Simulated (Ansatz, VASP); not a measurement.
# NaH in VASP and in Ansatz

File POSCAR:

```
NaH
1.0
    0.0000000000      2.3975116377      2.3975116377
    2.3975116377      0.0000000000      2.3975116377
    2.3975116377      2.3975116377      0.0000000000
Na H
1 1
Direct
    0.0000000000      0.0000000000      0.0000000000
    0.5000000000      0.5000000000      0.5000000000
```

Contents of INCAR.step1:

```
SYSTEM = NaH
  PREC = Accurate
  ENCUT = 520
  EDIFF = 1E-5
  ISMEAR = 0
  SIGMA = 0.01
  LREAL = .FALSE.
  LASPH = .TRUE.
  NELM = 60
  ALGO = Normal
  ISIF = 2
  LWAVE = .TRUE.
  LCHARG = .FALSE.
  GGA = PE
  NBANDS = 11
```

File INCAR.step2:

```
SYSTEM = NaH
  PREC = Accurate
  ENCUT = 520
  EDIFF = 1E-6
  ISMEAR = 0
  SIGMA = 0.01
  LREAL = .FALSE.
  LASPH = .TRUE.
  NELM = 60
  ALGO = Normal
  ISIF = 2
  LWAVE = .FALSE.
  LCHARG = .FALSE.
  GGA = PE
  LHFCALC = .TRUE.
  AEXX = 0.25
  PRECFOCK = Normal
  ISTART = 1
  NBANDS = 11
```

File KPOINTS:

```
Automatic mesh
0
G
  6 6 6
  0 0 0
```

Input for Ansatz:

```yaml
crystal:
  lattice:
    - [0.0, 2.3975116377, 2.3975116377]
    - [2.3975116377, 0.0, 2.3975116377]
    - [2.3975116377, 2.3975116377, 0.0]
  atoms:
    - { symbol: Na, position: [0.0, 0.0, 0.0] }
    - { symbol: H, position: [0.5, 0.5, 0.5] }
kpoints:
  mp_grid: { grid: [6, 6, 6] }
  band_path:
    path:
      - [0.0, 0.0, 0.0]
      - [0.5, 0.0, 0.5]
      - [0.625, 0.25, 0.625]
      - [0.375, 0.375, 0.75]
      - [0.5, 0.5, 0.5]
      - [0.5, 0.25, 0.75]
      - [0.25, -0.5, -0.25]
      - [0.0, 0.0, 0.5]
    npoints: 1
hamiltonian:
  xc: pbe0
scf:
  occupations: { method: fixed }
  n_extra_bands: 4
output:
  forces: true
  stress: true
  eigenvalues: true
  write_density: true
  write_potential: true
  elf: true
  volumetric_format: npy
```

Alike in both runs: task single point; functional PBE0; k mesh 6 × 6 × 6; no spin polarisation.

|  | VASP | Ansatz |
| --- | --- | --- |
| version | VASP 6.6.1 | Ansatz 0.2.0 |
| potentials or method | VASP PAW PBE potentials, release 64 (Na_pv, H) | plane waves, PAW |
| plane-wave cutoff (eV) | 520 | 420 |
| occupations | gaussian, width 0.01 eV | fixed |
| valence electrons in the cell | 8 | 10 |

Ansatz gave:

| Quantity | Value |
| --- | --- |
| gap on the k mesh at the Fermi level (eV) | 5.62 |
| pressure (GPa) | 0.2 |

Question: What did VASP give for the same quantities?

Answer: gap on the k mesh at the Fermi level (eV): 5.63; pressure (GPa): 0.2.

VASP's potentials hold 8 valence electrons a cell and Ansatz's 10, so a difference there can come from the potentials and not from the codes. Ansatz's warnings: stress exchange threshold loose, stress scf threshold loose.
